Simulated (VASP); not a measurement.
# Bi2Te3 (R-3m) in VASP: a series of runs

Runs on Bi2Te3. Level: PBEsol. Tasks: electric field gradients.

All numbers are computed with VASP 6.6.1; they aren't measurements. Logs are shortened: lines on timing, memory, paths and dates and some standing lists are left out, and cuts for length are marked.

### 1 The cell of the first run

The structure is trigonal, space group R-3m (No. 166). Conventional cell: a = 4.298 Å, b = 4.298 Å, c = 30.497 Å, α = 90.00°, β = 90.00°, γ = 120.00°. Within 4.0 Å of Bi (site symmetry 3m) lie 6 Te at 3.03 to 3.21 Å. Within 4.3 Å of Te (site symmetry -3m) lie 6 Bi at 3.21 Å and 6 Te at 4.30 Å. Within 4.0 Å of Te (site symmetry 3m) lie 3 Bi at 3.03 Å and 3 Te at 3.60 Å.

### 2 Electric field gradients, PBEsol (equal xx and yy strain of -2 %)

Input file INCAR:

```
SYSTEM = Bi2Te3
PREC = Accurate ; ENCUT = 520
EDIFF = 1E-8 ; ISMEAR = -1
SIGMA = 0.08 ; LREAL = .False.
LASPH = .True. ; NELM = 60
ALGO = Normal ; ISIF = 2
LWAVE = .False. ; LCHARG = .False.
GGA = PS ; LEFG = .True.
NBANDS = 32
```

Input file KPOINTS:

```
Automatic mesh
0
Gamma
  7 7 7
  0 0 0
```

Input file POSCAR:

```
Bi2Te3
1.0
    2.1491405472      1.2408068734     10.1656700000
   -2.1491405472      1.2408068734     10.1656700000
    0.0000000000     -2.4816137469     10.1656700000
Bi Te
2 3
Direct
    0.4000000000      0.4000000000      0.4000000000
    0.6000000000      0.6000000000      0.6000000000
    0.0000000000      0.0000000000      0.0000000000
    0.2095000000      0.2095000000      0.2095000000
    0.7905000000      0.7905000000      0.7905000000
```

Potentials or basis: VASP PAW PBE potentials, release 64 (Bi_d, Te).

The run is started by

```bash
cat potpaw_PBE.64/Bi_d/POTCAR potpaw_PBE.64/Te/POTCAR > POTCAR
mpirun -np 1 vasp_std > vasp.out
```

OUTCAR:

```text
SYSTEM = Bi2Te3
   PREC = Accurate
   ENCUT = 520
   EDIFF = 1E-8
   ISMEAR = -1
   LREAL = .False.
   LASPH = .True.
   NELM = 60
   ISIF = 2
   GGA = PS

 ion  position               nearest neighbor table
   1  0.400  0.400  0.400-   5 3.03   5 3.03   5 3.03   3 3.21   3 3.21   3 3.21
   2  0.600  0.600  0.600-   4 3.03   4 3.03   4 3.03   3 3.21   3 3.21   3 3.21
   3  0.000  0.000  0.000-   2 3.21   1 3.21   2 3.21   2 3.21   1 3.21   1 3.21
   4  0.209  0.209  0.209-   2 3.03   2 3.03   2 3.03   5 3.60   5 3.60   5 3.60
   5  0.791  0.791  0.791-   1 3.03   1 3.03   1 3.03   4 3.60   4 3.60   4 3.60

  LATTYP: Found a trigonal (rhomboedric) cell.
 ALAT       =    10.4641890913
 COS(alpha) =     0.9156376879

  Lattice vectors:

 A1 = (   2.1491405472,   1.2408068734,  10.1656700000)
 A2 = (  -2.1491405472,   1.2408068734,  10.1656700000)
 A3 = (   0.0000000000,  -2.4816137469,  10.1656700000)

Analysis of symmetry for initial positions (statically):
=====================================================================
 Subroutine PRICEL returns:
 Original cell was already a primitive cell.

 Routine SETGRP: Setting up the symmetry group for a
 trigonal (rhombohedral) supercell.

 Subroutine GETGRP returns: Found 12 space group operations
 (whereof 12 operations were pure point group operations)
 out of a pool of 12 trial point group operations.

The static configuration has the point symmetry D_3d.

Analysis of symmetry for dynamics (positions and initial velocities):
=====================================================================
 Subroutine PRICEL returns:
 Original cell was already a primitive cell.

 Routine SETGRP: Setting up the symmetry group for a
 trigonal (rhombohedral) supercell.

 Subroutine GETGRP returns: Found 12 space group operations
 (whereof 12 operations were pure point group operations)
 out of a pool of 12 trial point group operations.

The dynamic configuration has the point symmetry D_3d.

 Subroutine INISYM returns: Found 12 space group operations
 (whereof 12 operations are pure point group operations),
 and found     1 'primitive' translations

----------------------------------------------------------------------------------------

                                     Primitive cell

  volume of cell :     162.6508

  direct lattice vectors                    reciprocal lattice vectors
     2.149140547  1.240806873 10.165670000     0.232651141  0.134321199  0.032790100
    -2.149140547  1.240806873 10.165670000    -0.232651141  0.134321199  0.032790100
     0.000000000 -2.481613747 10.165670000     0.000000000 -0.268642398  0.032790100

  length of vectors
    10.464189091 10.464189091 10.464189091     0.270636155  0.270636155  0.270636155

  position of ions in fractional coordinates (direct lattice)
     0.400000000  0.400000000  0.400000000
     0.600000000  0.600000000  0.600000000
     0.000000000  0.000000000  0.000000000
     0.209500000  0.209500000  0.209500000
     0.790500000  0.790500000  0.790500000

  ion indices of the primitive-cell ions
   primitive index   ion index
                 1           1
                 2           2
                 3           3
                 4           4
                 5           5

----------------------------------------------------------------------------------------

 KPOINTS: Automatic mesh

Automatic generation of k-mesh.
 Grid dimensions read from file:
 generate k-points for:    7    7    7

 Generating k-lattice:

  Cartesian coordinates                     Fractional coordinates (reciprocal lattice)
     0.033235877  0.019188743  0.004684300     0.142857143 -0.000000000  0.000000000
    -0.033235877  0.019188743  0.004684300    -0.000000000  0.142857143  0.000000000
     0.000000000 -0.038377485  0.004684300     0.000000000  0.000000000  0.142857143

  Length of vectors
     0.038662308  0.038662308  0.038662308

  Shift w.r.t. Gamma in fractional coordinates (k-lattice)
     0.000000000  0.000000000  0.000000000

 Subroutine IBZKPT returns following result:
 ===========================================

 Found     44 irreducible k-points:

 Following reciprocal coordinates:
            Coordinates               Weight
  0.000000  0.000000  0.000000      1.000000
  0.142857  0.000000  0.000000      6.000000
  0.285714  0.000000 -0.000000      6.000000
  0.428571 -0.000000  0.000000      6.000000
  0.142857  0.142857  0.000000      6.000000
  0.285714  0.142857  0.000000     12.000000
[... 16 lines left out ...]
  0.285714  0.285714  0.142857      6.000000
  0.428571  0.285714  0.142857     12.000000
 [... further k-points ...]
   k-points           NKPTS =     44   k-points in BZ     NKDIM =     44   number of bands    NBANDS=     32
   number of dos      NEDOS =    301   number of ions     NIONS =      5
   total plane-waves  NPLWV = 512000
   dimension x,y,z NGX =    80 NGY =   80 NGZ =   80
   dimension x,y,z NGXF=   160 NGYF=  160 NGZF=  160
   ions per type =               2   3
   NGX,Y,Z   is equivalent  to a cutoff of  12.71, 12.71, 12.71 a.u.
   NGXF,Y,Z  is equivalent  to a cutoff of  25.42, 25.42, 25.42 a.u.
 SYSTEM =  Bi2Te3
   PREC   = accura    normal or accurate (medium, high low for compatibility)
   ISTART =      0    job   : 0-new  1-cont  2-samecut
   ICHARG =      2    charge: 1-file 2-atom 10-const
   ISPIN  =      1    spin polarized calculation?
   LNONCOLLINEAR =      F non collinear calculations
   LSORBIT =      F    spin-orbit coupling
   LASPH  =      T    aspherical Exc in radial PAW
   ENCUT  =  520.0 eV  38.22 Ry    6.18 a.u.  19.46 19.46 19.46*2*pi/ulx,y,z
   NELM   =     60;   NELMIN=  2; NELMDL= -5     # of ELM steps
   EDIFF  = 0.1E-07   stopping-criterion for ELM
   LREAL  =      F    real-space projection
   EDIFFG = 0.1E-06   stopping-criterion for IOM
   NSW    =      0    number of steps for IOM
   IBRION =     -1    ionic relax: 0-MD 1-quasi-New 2-CG
   NFREE  =      0    steps in history (QN), initial steepest desc. (CG)
   ISIF   =      2    stress and relaxation
   ISYM   =      2    0-nonsym 1-usesym 2-fastsym
   POTIM  = 0.5000    time-step for ionic-motion
   TEBEG  =    0.0;   TEEND  =   0.0 temperature during run
   PSTRESS=    0.0 pullay stress
   NELECT =      48.0000    total number of electrons
   NUPDOWN=      -1.0000    fix difference up-down
   EMIN   =  10.00;   EMAX   =-10.00  energy-range for DOS
   EFERMI =   0.00;   METHOD = LEGACY
   ISMEAR =    -1;   SIGMA  =   0.08  broadening in eV -4-tet -1-fermi 0-gaus
   EFERMI_NEDOS =   21; number of points for ismear=-14 and -15
   IALGO  =     38    algorithm
   IMIX   =      4    mixing-type and parameters
     AMIX     =   0.40;   BMIX     =  1.00
     AMIX_MAG =   1.60;   BMIX_MAG =  1.00
  volume/ion in A,a.u.               =      32.53       219.52
  Fermi-wavevector in a.u.,A,eV,Ry     =   1.089941  2.059691 16.163344  1.187972
  Thomas-Fermi vector in A             =   2.226155
   LORBIT       =      0    0 simple, 1 ext, 2 COOP (PROOUT), +10 PAW based schemes
   GGA     = PS    functional components
   LHFCALC =     F    Hartree Fock is set to
   AEXX    =    0.0000 exact exchange contribution
   IVDW    =     0    specifies the selected vdW correction
   LEPSILON=     F    determine dielectric tensor
   LRPA    =     F    only Hartree local field effects (RPA)
 non-spin polarized calculation
  energy-cutoff  :      520.00
  volume of cell :      162.65
 maximum number of plane-waves:      4398
 NGX is ok and might be reduce to    80
   NGX = 39   NGY = 39   NGZ = 39

 number of electron      48.0000004 magnetization

 Free energy of the ion-electron system (eV)
  ---------------------------------------------------
  ext. energy  EPLUGINS =         0.00000000
  ---------------------------------------------------
  free energy    TOTEN  =       -20.26391062 eV

  energy without entropy =      -20.26225873  energy(sigma->0) =      -20.26308467

 E-fermi :   6.7827     XC(G=0):  -9.6727

 val. band max:        6.6669565029   @ k =   0.0000   0.0000   0.0000
 cond. band min:       6.9298909699   @ k =   0.0000   0.0000   0.0000
 fundamental gap:      0.2629344670
 Fermi energy:         6.7826816166

 k-point     1 :       0.0000    0.0000    0.0000
  band No.  band energies     occupation
      1     -16.5803      2.00000
      2     -16.5803      2.00000
      3     -16.5786      2.00000
      4     -16.5786      2.00000
      5     -16.5668      2.00000
      6     -16.5652      2.00000
[... 24 lines left out ...]
     31      11.1885      0.00000
     32      11.8244      0.00000

 k-point     2 :       0.1429    0.0000    0.0000
  band No.  band energies     occupation
      1     -16.5825      2.00000
      2     -16.5805      2.00000
      3     -16.5779      2.00000
      4     -16.5762      2.00000
      5     -16.5654      2.00000
      6     -16.5639      2.00000
[... 24 lines left out ...]
     31      10.7493      0.00000
     32      11.4251      0.00000

 k-point     3 :       0.2857    0.0000   -0.0000
  band No.  band energies     occupation
      1     -16.5883      2.00000
      2     -16.5855      2.00000
      3     -16.5744      2.00000
      4     -16.5723      2.00000
      5     -16.5675      2.00000
      6     -16.5651      2.00000
[... 24 lines left out ...]
     31      10.7645      0.00000
     32      11.9242      0.00000

 k-point     4 :       0.4286   -0.0000    0.0000
  band No.  band energies     occupation
      1     -16.5933      2.00000
      2     -16.5899      2.00000
      3     -16.5736      2.00000
      4     -16.5706      2.00000
      5     -16.5697      2.00000
      6     -16.5672      2.00000
[... 654 lines left out ...]
     31      10.3788      0.00000
     32      12.2045      0.00000

 k-point    23 :       0.2857    0.2857    0.1429
  band No.  band energies     occupation
      1     -16.5825      2.00000
      2     -16.5805      2.00000
      3     -16.5779      2.00000
      4     -16.5762      2.00000
      5     -16.5654      2.00000
      6     -16.5639      2.00000
[... 24 lines left out ...]
     31      11.0420      0.00000
     32      11.3866      0.00000

 k-point    24 :       0.4286    0.2857    0.1429
  band No.  band energies     occupation
      1     -16.5852      2.00000
      2     -16.5834      2.00000
      3     -16.5752      2.00000
      4     -16.5750      2.00000
      5     -16.5650      2.00000
      6     -16.5646      2.00000
[... 24 lines left out ...]
     31      10.8730      0.00000
     32      10.9470      0.00000

 [... further k-points ...]

------------------------ aborting loop because EDIFF is reached ----------------------------------------

  FORCE on cell =-STRESS in cart. coord.  units (eV):
  Direction    XX          YY          ZZ          XY          YZ          ZX
  --------------------------------------------------------------------------------------
  -------------------------------------------------------------------------------------
  Total        1.9238692      1.9238692      1.0720345      0.0000000     -0.0000000      0.0000000
  in kB       18.9509007     18.9509007     10.5599795      0.0000000     -0.0000000      0.0000000
  external PRESSURE =      16.1539270 kB  Pullay stress =       0.0000000 kB

 VOLUME and BASIS-vectors are now :
 -----------------------------------------------------------------------------
  energy-cutoff  :      520.00
  volume of cell :      162.65
      direct lattice vectors                 reciprocal lattice vectors
     2.149140547  1.240806873 10.165670000     0.232651141  0.134321199  0.032790100
    -2.149140547  1.240806873 10.165670000    -0.232651141  0.134321199  0.032790100
     0.000000000 -2.481613747 10.165670000     0.000000000 -0.268642398  0.032790100

 POSITION                                       TOTAL-FORCE (eV/Angst)
 -----------------------------------------------------------------------------------
      0.00000     -0.00000     12.19880         0.000000      0.000000     -0.072838
      0.00000     -0.00000     18.29821         0.000000     -0.000000      0.072838
      0.00000      0.00000      0.00000         0.000000     -0.000000      0.000000
      0.00000     -0.00000      6.38912         0.000000      0.000000     -0.117473
      0.00000     -0.00000     24.10789         0.000000     -0.000000      0.117473
 -----------------------------------------------------------------------------------
    total drift:                               -0.000000     -0.000000     -0.000000

  FREE ENERGIE OF THE ION-ELECTRON SYSTEM (eV)
  ---------------------------------------------------
  free  energy   TOTEN  =       -20.2639106196 eV

  energy  without entropy=      -20.2622587259  energy(sigma->0) =      -20.26308467

 Electric field gradients (V/A^2)
---------------------------------------------------------------------
 ion       V_xx      V_yy      V_zz      V_xy      V_xz      V_yz
---------------------------------------------------------------------
   1     -19.413   -19.413    38.826     0.000     0.000     0.000
   2     -19.413   -19.413    38.826     0.000    -0.000     0.000
   3     -55.205   -55.205   110.410     0.000    -0.000     0.000
   4     -11.433   -11.433    22.866    -0.000    -0.000     0.000
   5     -11.433   -11.433    22.866    -0.000    -0.000     0.000
---------------------------------------------------------------------

 Electric field gradients after diagonalization (V/A^2)
 (convention: |V_zz| > |V_xx| > |V_yy|)
----------------------------------------------------------------------
 ion       V_xx      V_yy      V_zz     asymmetry (V_yy - V_xx)/ V_zz
----------------------------------------------------------------------
   1     -19.413   -19.413    38.826       0.000
   2     -19.413   -19.413    38.826       0.000
   3     -55.205   -55.205   110.410       0.000
   4     -11.433   -11.433    22.866       0.000
   5     -11.433   -11.433    22.866       0.000
----------------------------------------------------------------------

           NMR quadrupolar parameters

 Cq : quadrupolar parameter    Cq=e*Q*V_zz/h
 eta: asymmetry parameters     (V_yy - V_xx)/ V_zz
 Q  : nuclear electric quadrupole moment in mb (millibarn)
----------------------------------------------------------------------
 ion       Cq(MHz)       eta       Q (mb)
----------------------------------------------------------------------
   1       0.094       0.000       1.000
   2       0.094       0.000       1.000
   3       0.267       0.000       1.000
   4       0.055       0.000       1.000
   5       0.055       0.000       1.000
----------------------------------------------------------------------
```

Wall time 20 min (1 thread of Intel Xeon Platinum 8375C at 2.90GHz (Ice Lake), shared host); peak memory 1 GiB.

Results:

```yaml
Free_energy: -20.2639 eV
Pressure: 1.6 GPa
Largest_force: 0.117 eV/Å
Band_gap_on_the_k_mesh: 0.26 eV
Largest_electric_field_gradient_by_atom: Bi +38.8; Te +110.4, +22.9 (each value once) V/Å²
```

Forces in eV/Å, atoms in the order of the input:
```
Bi   0.000  0.000 -0.073
Bi   0.000  0.000  0.073
Te   0.000  0.000  0.000
Te   0.000  0.000 -0.117
Te   0.000  0.000  0.117
```

Electric field gradients, principal values (V/Å²):
| atom | least | middle | greatest (by size) |
| --- | --- | --- | --- |
| 1 Bi | -19.413 | -19.413 | 38.826 |
| 2 Bi | -19.413 | -19.413 | 38.826 |
| 3 Te | -55.205 | -55.205 | 110.410 |
| 4 Te | -11.433 | -11.433 | 22.866 |
| 5 Te | -11.433 | -11.433 | 22.866 |

Caveat: the cell differs from its parent crystal (equal xx and yy strain of -2 %); without QUAD_EFG the Cq values of the log hold for a quadrupole moment of 1 mb, not for the nuclei; the PAW data sets were made with another functional, which shifts forces and pressure a little; spin-orbit coupling is left out, which moves the levels of the heavy elements; an odd mesh through Γ misses points on the zone boundary, where band edges can lie.

[end of part 1 of 3]
